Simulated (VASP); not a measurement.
Crystal: CaO.

```
CELL_PARAMETERS angstrom
0.00000 2.39755 2.39755
2.39755 0.00000 2.39755
2.39755 2.39755 0.00000
ATOMIC_POSITIONS crystal
Ca 0.00000 0.00000 0.00000
O 0.50000 0.50000 0.50000
```

Base run:

```yaml
Program: VASP 6.6.1
Functional: r2SCAN
Potentials_or_basis: VASP PAW PBE potentials, release 64 (Ca_sv, O)
Cutoff: 520 eV
k_mesh: 8 × 8 × 8
Occupations: gaussian, width 0.01 eV
Spin: no spin polarisation
```

Its results: band gap on the k mesh 4.19 eV (least direct gap 4.56 eV); pressure 1.1 GPa.

Question: The run is repeated on the same cell with these changes: functional from r2SCAN to PBE. What comes out?

Answer: Band gap on the k mesh 3.63 eV (least direct gap 4.01 eV); pressure 3.1 GPa.

Caveats: the PAW data sets were made with another functional, which shifts forces and pressure a little (at least some runs); the cell stands under pressure (at least some runs).

A k mesh can miss the band edges.
